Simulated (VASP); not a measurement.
# Fe2O3 (Hematite) (R-3c) in VASP: single point with PBE

Aim: the single point of Fe2O3 (Hematite) with PBE.

All numbers are computed with VASP 6.6.1; they aren't measurements. Logs are shortened: lines on timing, memory, paths and dates and some standing lists are left out, and cuts for length are marked.

### 1 The cell of the first run

The structure is trigonal, space group R-3c (No. 167). Conventional cell: a = 4.773 Å, b = 4.773 Å, c = 13.304 Å, α = 90.00°, β = 90.00°, γ = 120.00°. Within 2.5 Å of Fe (site symmetry 3) lie 6 O at 1.89 to 1.96 Å. Within 2.5 Å of O (site symmetry 2) lie 4 Fe at 1.89 to 1.96 Å.

### 2 Single point, PBE, collinear spin, ferromagnetic start

INCAR reads:

```
SYSTEM = Fe2O3
  ALGO = Normal
  EDIFF = 1E-6
  ENCUT = 520
  GGA = PE
  ISIF = 2
  ISMEAR = 0
  ISPIN = 2
  LASPH = .TRUE.
  LCHARG = .FALSE.
  LMAXMIX = 4
  LORBIT = 11
  LREAL = .FALSE.
  LWAVE = .FALSE.
  MAGMOM = 0.95 0.95 0.95 0.95 0 0 0 0 0 0
  NBANDS = 49
  NELM = 150
  PREC = Accurate
  SIGMA = 0.05
```

KPOINTS reads:

```
k-points
0
G
  6 6 6
  0 0 0
```

POSCAR reads:

```
Fe2O3
1.0
    2.3865028664      1.3778480723      4.4345385194
   -2.3865028664      1.3778480723      4.4345385194
    0.0000000000     -2.7556961446      4.4345385194
Fe O
4 6
Direct
    0.3454541922      0.3454541922      0.3454541922
    0.1545458078      0.1545458078      0.1545458078
    0.6545458078      0.6545458078      0.6545458078
    0.8454541922      0.8454541922      0.8454541922
    0.5632180980      0.9367819020      0.2500000000
    0.2500000000      0.5632180980      0.9367819020
    0.9367819020      0.2500000000      0.5632180980
    0.4367819020      0.0632180980      0.7500000000
    0.7500000000      0.4367819020      0.0632180980
    0.0632180980      0.7500000000      0.4367819020
```

Potentials or basis: VASP PAW PBE potentials, release 64 (Fe, O).

Command:

```bash
$ cat potpaw_PBE.64/Fe/POTCAR potpaw_PBE.64/O/POTCAR > POTCAR
$ mpirun -np 1 vasp_std > vasp.out
```

OUTCAR:

```text
SYSTEM = Fe2O3
   EDIFF = 1E-6
   ENCUT = 520
   GGA = PE
   ISIF = 2
   ISMEAR = 0
   ISPIN = 2
   LASPH = .TRUE.
   LORBIT = 11
   LREAL = .FALSE.
   NELM = 150
   PREC = Accurate

 ion  position               nearest neighbor table
   1  0.345  0.345  0.345-   9 1.89   8 1.89  10 1.89   7 1.96   6 1.96   5 1.96   2 2.54   3 2.77
                             3 2.77   3 2.77
   2  0.155  0.155  0.155-  10 1.89   8 1.89   9 1.89   7 1.96   6 1.96   5 1.96   1 2.54   4 2.77
                             4 2.77   4 2.77
   3  0.655  0.655  0.655-   6 1.89   5 1.89   7 1.89   9 1.96  10 1.96   8 1.96   4 2.54   1 2.77
                             1 2.77   1 2.77
   4  0.845  0.845  0.845-   7 1.89   5 1.89   6 1.89   9 1.96  10 1.96   8 1.96   3 2.54   2 2.77
                             2 2.77   2 2.77
   5  0.563  0.937  0.250-   3 1.89   4 1.89   1 1.96   2 1.96
   6  0.250  0.563  0.937-   3 1.89   4 1.89   1 1.96   2 1.96
   7  0.937  0.250  0.563-   4 1.89   3 1.89   1 1.96   2 1.96
   8  0.437  0.063  0.750-   1 1.89   2 1.89   3 1.96   4 1.96
   9  0.750  0.437  0.063-   1 1.89   2 1.89   3 1.96   4 1.96
  10  0.063  0.750  0.437-   2 1.89   1 1.89   3 1.96   4 1.96

  LATTYP: Found a trigonal (rhomboedric) cell.
 ALAT       =     5.2210145682
 COS(alpha) =     0.5821271970

  Lattice vectors:

 A1 = (   2.3865028664,   1.3778480723,   4.4345385194)
 A2 = (  -2.3865028664,   1.3778480723,   4.4345385194)
 A3 = (   0.0000000000,  -2.7556961446,   4.4345385194)

Analysis of symmetry for initial positions (statically):
=====================================================================
 Subroutine PRICEL returns:
 Original cell was already a primitive cell.

 Routine SETGRP: Setting up the symmetry group for a
 trigonal (rhombohedral) supercell.

 Subroutine GETGRP returns: Found 12 space group operations
 (whereof  6 operations were pure point group operations)
 out of a pool of 12 trial point group operations.

The static configuration has the point symmetry S_6 .
 The point group associated with its full space group is D_3d.

Analysis of symmetry for dynamics (positions and initial velocities):
=====================================================================
 Subroutine PRICEL returns:
 Original cell was already a primitive cell.

 Routine SETGRP: Setting up the symmetry group for a
 trigonal (rhombohedral) supercell.

 Subroutine GETGRP returns: Found 12 space group operations
 (whereof  6 operations were pure point group operations)
 out of a pool of 12 trial point group operations.

The dynamic configuration has the point symmetry S_6 .
 The point group associated with its full space group is D_3d.

Analysis of structural, dynamic, and magnetic symmetry:
=====================================================================
 Subroutine PRICEL returns:
 Original cell was already a primitive cell.

 Routine SETGRP: Setting up the symmetry group for a
 trigonal (rhombohedral) supercell.

 Subroutine GETGRP returns: Found 12 space group operations
 (whereof  6 operations were pure point group operations)
 out of a pool of 12 trial point group operations.

The overall configuration has the point symmetry S_6 .
 The point group associated with its full space group is D_3d.

 Subroutine INISYM returns: Found 12 space group operations
 (whereof  6 operations are pure point group operations),
 and found     1 'primitive' translations

----------------------------------------------------------------------------------------

                                     Primitive cell

  volume of cell :      87.4909

  direct lattice vectors                    reciprocal lattice vectors
     2.386502866  1.377848072  4.434538519     0.209511586  0.120961570  0.075167536
    -2.386502866  1.377848072  4.434538519    -0.209511586  0.120961570  0.075167536
     0.000000000 -2.755696145  4.434538519     0.000000000 -0.241923141  0.075167536

  length of vectors
     5.221014568  5.221014568  5.221014568     0.253331728  0.253331728  0.253331728

  position of ions in fractional coordinates (direct lattice)
     0.345454192  0.345454192  0.345454192
     0.154545808  0.154545808  0.154545808
     0.654545808  0.654545808  0.654545808
     0.845454192  0.845454192  0.845454192
     0.563218098  0.936781902  0.250000000
     0.250000000  0.563218098  0.936781902
     0.936781902  0.250000000  0.563218098
     0.436781902  0.063218098  0.750000000
[... 84 lines left out ...]
   LASPH  =      T    aspherical Exc in radial PAW
   ENCUT  =  520.0 eV  38.22 Ry    6.18 a.u.   9.71  9.71  9.71*2*pi/ulx,y,z
   NELM   =    150;   NELMIN=  2; NELMDL= -5     # of ELM steps
   EDIFF  = 0.1E-05   stopping-criterion for ELM
   LREAL  =      F    real-space projection
   EDIFFG = 0.1E-04   stopping-criterion for IOM
   NSW    =      0    number of steps for IOM
   IBRION =     -1    ionic relax: 0-MD 1-quasi-New 2-CG
   NFREE  =      0    steps in history (QN), initial steepest desc. (CG)
   ISIF   =      2    stress and relaxation
   ISYM   =      2    0-nonsym 1-usesym 2-fastsym
   POTIM  = 0.5000    time-step for ionic-motion
   TEBEG  =    0.0;   TEEND  =   0.0 temperature during run
   PSTRESS=    0.0 pullay stress
   NELECT =      68.0000    total number of electrons
   NUPDOWN=      -1.0000    fix difference up-down
   EMIN   =  10.00;   EMAX   =-10.00  energy-range for DOS
   EFERMI =   0.00;   METHOD = LEGACY
   ISMEAR =     0;   SIGMA  =   0.05  broadening in eV -4-tet -1-fermi 0-gaus
   EFERMI_NEDOS =   21; number of points for ismear=-14 and -15
   IALGO  =     38    algorithm
   IMIX   =      4    mixing-type and parameters
     AMIX     =   0.40;   BMIX     =  1.00
     AMIX_MAG =   1.60;   BMIX_MAG =  1.00
  volume/ion in A,a.u.               =       8.75        59.04
  Fermi-wavevector in a.u.,A,eV,Ry     =   1.505186  2.844389 30.825150  2.265585
  Thomas-Fermi vector in A             =   2.616068
   LORBIT       =     11    0 simple, 1 ext, 2 COOP (PROOUT), +10 PAW based schemes
   GGA     = PE    functional components
   LHFCALC =     F    Hartree Fock is set to
   AEXX    =    0.0000 exact exchange contribution
   IVDW    =     0    specifies the selected vdW correction
   LEPSILON=     F    determine dielectric tensor
   LRPA    =     F    only Hartree local field effects (RPA)
 spin polarized calculation
 Gauss-broadening in eV      SIGMA  =   0.05
  energy-cutoff  :      520.00
  volume of cell :       87.49
 maximum number of plane-waves:      2386
   NGX = 19   NGY = 19   NGZ = 19

 number of electron      68.0000002 magnetization       4.0003065

 Free energy of the ion-electron system (eV)
  ---------------------------------------------------
  ext. energy  EPLUGINS =         0.00000000
  ---------------------------------------------------
  free energy    TOTEN  =       -74.62096298 eV

  energy without entropy =      -74.60654299  energy(sigma->0) =      -74.61375299

 E-fermi :   5.5887     XC(G=0): -12.4327

 val. band max:        5.5851324491   @ k =  -0.3333   0.3333   0.3333
 cond. band min:       5.5891339862   @ k =   0.5000   0.5000   0.1667
 fundamental gap:      0.0040015371
 Fermi energy:         5.5886839585

 spin component 1

 k-point     1 :       0.0000    0.0000    0.0000
  band No.  band energies     occupation
      1     -15.5682      1.00000
      2     -13.6822      1.00000
      3     -13.6548      1.00000
      4     -13.6548      1.00000
      5     -13.5082      1.00000
      6     -13.5082      1.00000
[... 1165 lines left out ...]
     45      14.9303      0.00000
     46      15.2404      0.00000

 [... further k-points ...]

 spin component 2

 k-point     1 :       0.0000    0.0000    0.0000
  band No.  band energies     occupation
      1     -15.5048      1.00000
      2     -13.6227      1.00000
      3     -13.5905      1.00000
      4     -13.5905      1.00000
      5     -13.4466      1.00000
      6     -13.4466      1.00000
[... 1165 lines left out ...]
     45      15.0599      0.00000
     46      15.3705      0.00000

 [... further k-points ...]

 [bands above 46 left out]

------------------------ aborting loop because EDIFF is reached ----------------------------------------

  FORCE on cell =-STRESS in cart. coord.  units (eV):
  Direction    XX          YY          ZZ          XY          YZ          ZX
  --------------------------------------------------------------------------------------
  -------------------------------------------------------------------------------------
  Total        0.9094390      0.9094390      0.8845922     -0.0000000     -0.0000000     -0.0000000
  in kB       16.6541012     16.6541012     16.1990944     -0.0000000     -0.0000000     -0.0000000
  external PRESSURE =      16.5024323 kB  Pullay stress =       0.0000000 kB

 VOLUME and BASIS-vectors are now :
 -----------------------------------------------------------------------------
  energy-cutoff  :      520.00
  volume of cell :       87.49
      direct lattice vectors                 reciprocal lattice vectors
     2.386502866  1.377848072  4.434538519     0.209511586  0.120961570  0.075167536
    -2.386502866  1.377848072  4.434538519    -0.209511586  0.120961570  0.075167536
     0.000000000 -2.755696145  4.434538519     0.000000000 -0.241923141  0.075167536

 POSITION                                       TOTAL-FORCE (eV/Angst)
 -----------------------------------------------------------------------------------
      0.00000      0.00000      4.59579         0.000000      0.000000      0.042348
      0.00000      0.00000      2.05602         0.000000      0.000000     -0.042348
      0.00000      0.00000      8.70783         0.000000      0.000000     -0.042348
      0.00000      0.00000     11.24760         0.000000      0.000000      0.042348
     -0.89151      1.37785      7.76044         0.022294      0.000000     -0.000000
     -0.74750     -1.46100      7.76044        -0.011147      0.019307     -0.000000
      1.63901      0.08315      7.76044        -0.011147     -0.019307     -0.000000
      0.89151     -1.37785      5.54317        -0.022294      0.000000     -0.000000
      0.74750      1.46100      5.54317         0.011147     -0.019307     -0.000000
     -1.63901     -0.08315      5.54317         0.011147      0.019307     -0.000000
 -----------------------------------------------------------------------------------
    total drift:                               -0.000000      0.000000     -0.000000

  FREE ENERGIE OF THE ION-ELECTRON SYSTEM (eV)
  ---------------------------------------------------
  free  energy   TOTEN  =       -74.6209629836 eV

  energy  without entropy=      -74.6065429916  energy(sigma->0) =      -74.61375299

 total charge

# of ion       s       p       d       tot
------------------------------------------
    1        0.409   0.654   6.306   7.369
    2        0.409   0.654   6.306   7.369
    3        0.409   0.654   6.306   7.369
    4        0.409   0.654   6.306   7.369
    5        1.561   3.452   0.000   5.013
    6        1.561   3.452   0.000   5.013
    7        1.561   3.452   0.000   5.013
    8        1.561   3.452   0.000   5.013
    9        1.561   3.452   0.000   5.013
   10        1.561   3.452   0.000   5.013
--------------------------------------------------
tot         11.007  23.328  25.222  59.557

 magnetization (x)

# of ion       s       p       d       tot
------------------------------------------
    1        0.007   0.010   0.927   0.943
    2        0.007   0.010   0.927   0.943
    3        0.007   0.010   0.927   0.943
    4        0.007   0.010   0.927   0.943
    5        0.000   0.028   0.000   0.028
    6        0.000   0.028   0.000   0.028
    7        0.000   0.028   0.000   0.028
    8        0.000   0.028   0.000   0.028
    9        0.000   0.028   0.000   0.028
   10        0.000   0.028   0.000   0.028
--------------------------------------------------
tot          0.028   0.207   3.707   3.941
```

It took 16 min on 1 thread of AMD EPYC 7R13, shared host; peak memory 0.37 GiB.

Results:

```
Free energy                                           : -74.6210 eV
Pressure                                              : 1.7 GPa
Largest force                                         : 0.042 eV/Å
Band gap on the k mesh                                : zero (filled and empty bands overlap)
Net moment                                            : 4.00 μB per cell
Site moments                                          : Fe +0.94; O +0.03 μB
Valence electrons inside the program's atomic spheres : Fe 7.37; O 5.01
```

Forces on the atoms (eV/Å):
```
Fe   0.000  0.000  0.042
Fe   0.000  0.000 -0.042
Fe   0.000  0.000 -0.042
Fe   0.000  0.000  0.042
O    0.022  0.000  0.000
O   -0.011  0.019  0.000
O   -0.011 -0.019  0.000
O   -0.022  0.000  0.000
O    0.011 -0.019  0.000
O    0.011  0.019  0.000
```

Caveat: semilocal functionals often make such compounds metallic where correlation or magnetic order opens a gap, which also shifts bond lengths; only a ferromagnetic start was run, and an antiferromagnetic order may lie lower in energy.
